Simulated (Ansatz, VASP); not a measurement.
Two plane-wave programs on Zn

```
Zn
1.0
     2.71706    0.00000    0.00000
    -1.35853    2.35304    0.00000
     0.00000    0.00000    5.04372
Zn
2
Direct
  0.33333 0.66667 0.25000
  0.66667 0.33333 0.75000
```

Change from the starting cell: volume scaled by 1.06, PAW files.

Alike in both runs: task electric field gradients; functional PBEsol; k mesh 18 × 18 × 8; occupations fermi-dirac, width 0.03 eV; no spin polarisation.

```csv
,VASP,Ansatz
version,VASP 6.6.1,Ansatz 0.2.0
potentials or method,"VASP PAW PBE potentials, release 64 (Zn)","PAW with Ansatz's default frozen-core files, scalar-relativistic"
plane-wave cutoff (eV),520,420
valence electrons in the cell,24,24
```

Ansatz gave:

* pressure (GPa): -8.4
* traceless stress, the component that is largest in VASP (GPa): 1.99
* size of Vzz on the site where it differs most (V/Å²): 31.3

Q: Estimate VASP's values.

A: Pressure (GPa): -8.1; traceless stress, the component that is largest in VASP (GPa): 1.87; size of Vzz on the site where it differs most (V/Å²): 31.4.

VASP's potentials were made for PBE, not for PBEsol.
